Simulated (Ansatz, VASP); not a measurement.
**Two plane-wave programs on YAl2N3**

```
Y Al N
1.0
     5.18868    0.00000    0.00000
    -2.59434    4.49353    0.00000
     0.00000    0.00000    2.79919
Y Al N
1 2 3
Direct
  0.00000 0.00000 0.00000
  0.33333 0.66667 0.50000
  0.66667 0.33333 0.50000
  0.50000 0.00000 0.00000
  0.00000 0.50000 0.00000
  0.50000 0.50000 0.00000
```

Alike in both runs: task single point; functional PBE; k mesh 6 × 6 × 6; occupations gaussian, width 0.1 eV; collinear spin.

|  | VASP | Ansatz |
| --- | --- | --- |
| version | VASP 6.6.1 | Ansatz 0.2.0 |
| potentials or method | VASP PAW PBE potentials, release 64 (Y_sv, Al, N), cutoff 520 eV | scalar-relativistic, plane waves, PAW |
| valence electrons in the cell | 32 | 32 |

Ansatz gave:

* gap on the k mesh at the Fermi level (eV): none
* pressure (GPa): 0.0
* traceless stress, the component that is largest in VASP (GPa): -0.05
* net moment per atom (μB): 0.00

Question: Which values does VASP return?

Answer: gap on the k mesh at the Fermi level (eV): none; pressure (GPa): -0.1; traceless stress, the component that is largest in VASP (GPa): -0.07; net moment per atom (μB): 0.00.

A gap of «none» marks a metal or a gap that the smearing closes. Ansatz's warnings: seeded moment not kept.

The k mesh is coarse, so the values compare programs but aren't converged.
